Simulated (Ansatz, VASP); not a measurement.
Re in VASP and in Ansatz

```
Re
1.0
     2.74512    0.00000    0.00000
    -1.37256    2.37735    0.00000
     0.00000    0.00000    6.71560
Re
3
Direct
  0.00000 0.00000 0.00000
  0.33333 0.66667 0.33333
  0.66667 0.33333 0.66667
```

Alike in both runs: functional PBEsol; k mesh 18 × 18 × 7; occupations gaussian, width 0.1 eV; no spin polarisation.

Ansatz relaxed the structure, and its values are those at the end. VASP's run is a single point on that final structure, the one shown.

|  | VASP | Ansatz |
| --- | --- | --- |
| version | VASP 6.6.1 | Ansatz 0.2.0 |
| potentials or method | VASP PAW PBE potentials, release 64 (Re), cutoff 520 eV | scalar-relativistic, plane waves, PAW |
| valence electrons in the cell | 21 | 45 |

|  | VASP | Ansatz | Ansatz less VASP |
| --- | --- | --- | --- |
| gap on the k mesh at the Fermi level (eV) | none | none | - |
| pressure (GPa) | -0.1 | 0.0 | +0.09 |

VASP's potentials were made for PBE, not for PBEsol. A gap of «none» marks a metal or a gap that the smearing closes. With one functional, cell and mesh, what is left measures potentials, basis and numerics. VASP's potentials hold 21 valence electrons a cell and Ansatz's 45, so a difference there can come from the potentials and not from the codes.

Neither program's run includes spin-orbit coupling.
